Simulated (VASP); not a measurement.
Input of a VASP 6.6.1 run:

INCAR

```
ALGO = Normal ; EDIFF = 1E-6
ENCUT = 520 ; GGA = CA
ISIF = 2 ; ISMEAR = 0
LASPH = T ; LCHARG = F
LREAL = F ; LWAVE = F
NBANDS = 18 ; NELM = 100
PREC = Accurate ; SIGMA = 0.02
```

The input KPOINTS:

```
k-points
0
Gamma
  6 6 6
```

The input POSCAR:

```
CsH
1.0
    3.1121405845      3.1121405845      0.0000000000
   -3.1121405845      3.1121405845      0.0000000000
    0.0000000000      0.0000000000      6.0290096029
Cs H
2 2
Direct
    0.0000000000      0.0000000000      0.0000000000
    0.5000000000      0.5000000000      0.5000000000
    0.5000000000      0.5000000000      0.0000000000
    0.0000000000      0.0000000000      0.5000000000
```

Potentials or basis: VASP PAW LDA potentials, release 64 (Cs_sv, H).

Run with:

```console
$ cat potpaw_LDA.64/Cs_sv/POTCAR potpaw_LDA.64/H/POTCAR > POTCAR
$ mpirun -np 1 vasp_std > vasp.out
```

Task: Estimate the band gap on the k mesh.

Result: 1.77 eV.

Task: What does it give for the pressure?

Result: -0.3 GPa.

Stress tensor (GPa, compression positive):
```
-0.59  0.00  0.00
 0.00 -0.59  0.00
 0.00  0.00  0.40
```

Caveat: the cell differs from its parent crystal (biaxial strain in the a-b plane: +2.0 %); spin-orbit coupling is left out, which moves the levels of the heavy elements. A k mesh can miss the band edges.
